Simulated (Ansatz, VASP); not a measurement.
## One calculation of PbF2, two programs

```
Pb F
1.0
     0.00000    2.90591    2.90591
     2.90591    0.00000    2.90591
     2.90591    2.90591    0.00000
Pb F
1 2
Direct
  0.00000 0.00000 0.00000
  0.25000 0.25000 0.25000
  0.75000 0.75000 0.75000
```

Alike in both runs: functional LDA; k mesh 8 × 8 × 8; occupations gaussian, width 0.02 eV; no spin polarisation.

Ansatz relaxed the structure, and its values are those at the end. VASP's run is a single point on that final structure, the one shown.

```csv
,VASP,Ansatz
version,VASP 6.6.1,Ansatz 0.2.0
potentials or method,"VASP PAW LDA potentials, release 64 (Pb_d, F), cutoff 520 eV","scalar-relativistic, plane waves, PAW"
valence electrons in the cell,28,28
```

VASP gave:

```
gap on the k mesh at the Fermi level (eV) : 4.20
least direct gap on the mesh (eV)         : 4.37
pressure (GPa)                            : 0.0
```

Task: What did Ansatz give for the same quantities?

Result: gap on the k mesh at the Fermi level (eV): 4.25; least direct gap on the mesh (eV): 4.41; pressure (GPa): 0.0.

LDA's correlation is that of Perdew and Zunger in VASP and of Perdew and Wang (1992) in Ansatz.

Spin-orbit coupling is off throughout.
